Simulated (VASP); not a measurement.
# Co (P6_3/mmc) in VASP: notebook

The runs below take Co through single point, with LDA.

All numbers are computed with VASP 6.6.1; they aren't measurements. Logs are shortened: lines on timing, memory, paths and dates and some standing lists are left out, and cuts for length are marked.

## Step 1: The cell of the first run

Symmetry: P6_3/mmc, No. 194, hexagonal system. Conventional cell: a = 2.427 Å, b = 2.427 Å, c = 3.923 Å, α = 90.00°, β = 90.00°, γ = 120.00°. Co (site symmetry -6m2) has 12 Co at 2.41 to 2.43 Å within 3.2 Å.

## Step 2: Single point, LDA, collinear spin, ferromagnetic start

Contents of INCAR:

```
SYSTEM = Co
  PREC = Accurate
  ENCUT = 520
  EDIFF = 1E-6
  ISMEAR = 0
  SIGMA = 0.1
  LREAL = .False.
  LASPH = .True.
  NELM = 150
  ALGO = Normal
  ISIF = 2
  LWAVE = .False.
  LCHARG = .True.
  ISPIN = 2
  MAGMOM = 1.558 1.558
  LORBIT = 11
  LMAXMIX = 4
  LELF = .True.
  LVHAR = .True.
  NBANDS = 20
```

Contents of KPOINTS:

```
Automatic mesh
0
Gamma
  15 15 8
  0 0 0
```

Contents of POSCAR:

```
Co
1.0
    2.4273810165      0.0000000000      0.0000000000
   -1.2136905082      2.1021736250      0.0000000000
    0.0000000000      0.0000000000      3.9230481332
Co
2
Direct
    0.3333333333      0.6666666667      0.2500000000
    0.6666666667      0.3333333333      0.7500000000
```

Potentials or basis: VASP PAW LDA potentials, release 64 (Co).

Command:

```sh
cat potpaw_LDA.64/Co/POTCAR > POTCAR
mpirun -np 1 vasp_std > vasp.out
```

OUTCAR:

```text
SYSTEM = Co
   PREC = Accurate
   ENCUT = 520
   EDIFF = 1E-6
   ISMEAR = 0
   LREAL = .False.
   LASPH = .True.
   NELM = 150
   ISIF = 2
   ISPIN = 2
   LORBIT = 11

 ion  position               nearest neighbor table
   1  0.333  0.667  0.250-   2 2.41   2 2.41   2 2.41   2 2.41   2 2.41   2 2.41
   2  0.667  0.333  0.750-   1 2.41   1 2.41   1 2.41   1 2.41   1 2.41   1 2.41

  LATTYP: Found a hexagonal cell.
 ALAT       =     2.4273810165
 C/A-ratio  =     1.6161649558

  Lattice vectors:

 A1 = (   2.4273810165,   0.0000000000,   0.0000000000)
 A2 = (  -1.2136905082,   2.1021736250,   0.0000000000)
 A3 = (   0.0000000000,   0.0000000000,   3.9230481332)

Analysis of symmetry for initial positions (statically):
=====================================================================
 Subroutine PRICEL returns:
 Original cell was already a primitive cell.

 Routine SETGRP: Setting up the symmetry group for a
 hexagonal supercell.

 Subroutine GETGRP returns: Found 24 space group operations
 (whereof 12 operations were pure point group operations)
 out of a pool of 24 trial point group operations.

The static configuration has the point symmetry D_3d.
 The point group associated with its full space group is D_6h.

Analysis of symmetry for dynamics (positions and initial velocities):
=====================================================================
 Subroutine PRICEL returns:
 Original cell was already a primitive cell.

 Routine SETGRP: Setting up the symmetry group for a
 hexagonal supercell.

 Subroutine GETGRP returns: Found 24 space group operations
 (whereof 12 operations were pure point group operations)
 out of a pool of 24 trial point group operations.

The dynamic configuration has the point symmetry D_3d.
 The point group associated with its full space group is D_6h.

Analysis of structural, dynamic, and magnetic symmetry:
=====================================================================
 Subroutine PRICEL returns:
 Original cell was already a primitive cell.

 Routine SETGRP: Setting up the symmetry group for a
 hexagonal supercell.

 Subroutine GETGRP returns: Found 24 space group operations
 (whereof 12 operations were pure point group operations)
 out of a pool of 24 trial point group operations.

The overall configuration has the point symmetry D_3d.
 The point group associated with its full space group is D_6h.

 Subroutine INISYM returns: Found 24 space group operations
[... 118 lines left out ...]
  volume/ion in A,a.u.               =      10.01        67.55
  Fermi-wavevector in a.u.,A,eV,Ry     =   1.580116  2.985986 33.970567  2.496766
  Thomas-Fermi vector in A             =   2.680392
   LORBIT       =     11    0 simple, 1 ext, 2 COOP (PROOUT), +10 PAW based schemes
   GGA     = CA    functional components
   LHFCALC =     F    Hartree Fock is set to
   AEXX    =    0.0000 exact exchange contribution
   IVDW    =     0    specifies the selected vdW correction
   LEPSILON=     F    determine dielectric tensor
   LRPA    =     F    only Hartree local field effects (RPA)
 spin polarized calculation
 Gauss-broadening in eV      SIGMA  =   0.10
  energy-cutoff  :      520.00
  volume of cell :       20.02
 maximum number of plane-waves:       557
 NGX is ok and might be reduce to    18
   NGX =  9   NGY =  9   NGZ = 15

 number of electron      17.9999991 magnetization       2.9879592

 Free energy of the ion-electron system (eV)
  ---------------------------------------------------
  ext. energy  EPLUGINS =         0.00000000
  ---------------------------------------------------
  free energy    TOTEN  =       -16.25336845 eV

  energy without entropy =      -16.24447064  energy(sigma->0) =      -16.24891955

 E-fermi :  11.0954     XC(G=0): -14.2173

 val. band max:       11.0925803580   @ k =   0.4000   0.0667   0.3750
 cond. band min:      11.0958175777   @ k =   0.1333   0.0000   0.2500
 fundamental gap:      0.0032372198
 Fermi energy:        11.0954228376

 spin component 1

 k-point     1 :       0.0000    0.0000    0.0000
  band No.  band energies     occupation
      1       1.7218      1.00000
      2       5.6536      1.00000
      3       8.5209      1.00000
      4       8.5490      1.00000
      5       8.5490      1.00000
      6       8.9137      1.00000
[... 541 lines left out ...]
     19      31.7050      0.00000
     20      41.4294      0.00000

 [... further k-points ...]

 spin component 2

 k-point     1 :       0.0000    0.0000    0.0000
  band No.  band energies     occupation
      1       1.9108      1.00000
      2       6.5220      1.00000
      3       9.8998      1.00000
      4       9.9153      1.00000
      5       9.9153      1.00000
      6      10.3249      1.00000
[... 541 lines left out ...]
     19      32.1200      0.00000
     20      41.8672      0.00000

 [... further k-points ...]

------------------------ aborting loop because EDIFF is reached ----------------------------------------

  FORCE on cell =-STRESS in cart. coord.  units (eV):
  Direction    XX          YY          ZZ          XY          YZ          ZX
  --------------------------------------------------------------------------------------
  -------------------------------------------------------------------------------------
  Total       -0.0949975     -0.0949975     -0.2185294     -0.0000000      0.0000000      0.0000000
  in kB       -7.6031333     -7.6031333    -17.4900200     -0.0000000      0.0000000      0.0000000
  external PRESSURE =     -10.8987622 kB  Pullay stress =       0.0000000 kB

 VOLUME and BASIS-vectors are now :
 -----------------------------------------------------------------------------
  energy-cutoff  :      520.00
  volume of cell :       20.02
      direct lattice vectors                 reciprocal lattice vectors
     2.427381017  0.000000000  0.000000000     0.411966639  0.237849050  0.000000000
    -1.213690508  2.102173625  0.000000000     0.000000000  0.475698100  0.000000000
     0.000000000  0.000000000  3.923048133     0.000000000  0.000000000  0.254903831

 POSITION                                       TOTAL-FORCE (eV/Angst)
 -----------------------------------------------------------------------------------
     -0.00000      1.40145      0.98076         0.000000     -0.000000      0.000000
      1.21369      0.70072      2.94229        -0.000000      0.000000      0.000000
 -----------------------------------------------------------------------------------
    total drift:                                0.000000      0.000000     -0.000000

  FREE ENERGIE OF THE ION-ELECTRON SYSTEM (eV)
  ---------------------------------------------------
  free  energy   TOTEN  =       -16.2533684525 eV

  energy  without entropy=      -16.2444706441  energy(sigma->0) =      -16.24891955

 total charge

# of ion       s       p       d       tot
------------------------------------------
    1        0.523   0.589   7.338   8.451
    2        0.523   0.589   7.338   8.451
--------------------------------------------------
tot          1.046   1.179  14.676  16.901

 magnetization (x)

# of ion       s       p       d       tot
------------------------------------------
    1       -0.013  -0.038   1.538   1.487
    2       -0.013  -0.038   1.538   1.487
--------------------------------------------------
tot         -0.026  -0.076   3.076   2.974
```

Run time: 43 s. Hardware: 1 thread of Intel Xeon 6975P-C (Granite Rapids), shared host; peak memory 0.17 GiB.

Results:

| Quantity | Value |
| --- | --- |
| Free energy | -16.2534 eV |
| Pressure | -1.1 GPa |
| Net moment | 2.99 μB per cell |
| Site moments | Co +1.49 μB |
| Valence electrons inside the program's atomic spheres | Co 8.45 |

## Step 3: Single point, LDA, collinear spin, ferromagnetic start

Contents of INCAR:

```
PREC = Accurate
ENCUT = 600
EDIFF = 1E-6
ISMEAR = -1
SIGMA = 0.05
LREAL = F
LASPH = T
NELM = 200
ALGO = Normal
ISIF = 2
LWAVE = F
LCHARG = T
ISPIN = 2
MAGMOM = 1.7 1.7
LORBIT = 11
LMAXMIX = 4
GGA = CA
LELF = T
LVHAR = T
NBANDS = 28
GGA_COMPAT = F
```

Contents of KPOINTS:

```
Automatic mesh
0
Gamma
  14 14 8
```

Contents of POSCAR:

```
Co
1.0
    2.4273810173      0.0000000000      0.0000000000
   -1.2136905086      2.1021736257      0.0000000000
    0.0000000000      0.0000000000      3.9230481322
Co
2
Direct
    0.3333333333      0.6666666667      0.2500000000
    0.6666666667      0.3333333333      0.7500000000
```

Potentials or basis: VASP PAW LDA potentials, release 64 (Co_sv).

Command:

```sh
cat potpaw_LDA.64/Co_sv/POTCAR > POTCAR
mpirun -np 1 vasp_std > vasp.out
```

It took 78 s on 1 thread of AMD EPYC 9R45 (Zen 5), shared host; peak memory 0.18 GiB.

The run converged. Its results:

| Quantity | Value |
| --- | --- |
| Free energy | -16.3558 eV |
| Pressure | -4.1 GPa |
| Net moment | 3.00 μB per cell |
| Site moments | Co +1.53 μB |
| Valence electrons inside the program's atomic spheres | Co 15.13 |

Stress tensor (GPa, compression positive):
```
-4.00  0.00  0.00
 0.00 -4.00  0.00
 0.00  0.00 -4.22
```

Levels at points of the mesh, in eV from the Fermi level:
Spin up:
```tsv
k point	band 15	band 16	band 17	band 18	band 19	band 20	band 21	band 22
(0.00, 0.00, 0.00)	-2.19	-1.78	-1.78	-0.50	-0.50	-0.15	7.19	22.55
(0.50, 0.00, 0.00)	-2.10	-0.35	-0.23	-0.17	1.66	3.83	10.34	11.07
(0.00, 0.00, 0.50)	-2.63	-2.63	-0.86	-0.86	-0.86	-0.86	15.95	15.95
(0.50, 0.00, 0.50)	-0.85	-0.85	-0.24	-0.24	1.76	1.76	8.09	8.09
```
Spin down:
```csv
k point,band 13,band 14,band 15,band 16,band 17,band 18
"(0.00, 0.00, 0.00)",-1.17,-0.76,-0.76,-0.29,-0.29,0.01
"(0.50, 0.00, 0.00)",-1.35,-1.21,-0.75,1.25,1.39,1.43
"(0.00, 0.00, 0.50)",-1.24,-1.24,-1.24,-1.24,0.71,0.71
"(0.50, 0.00, 0.50)",-0.16,-0.16,0.29,0.29,1.36,1.36
```
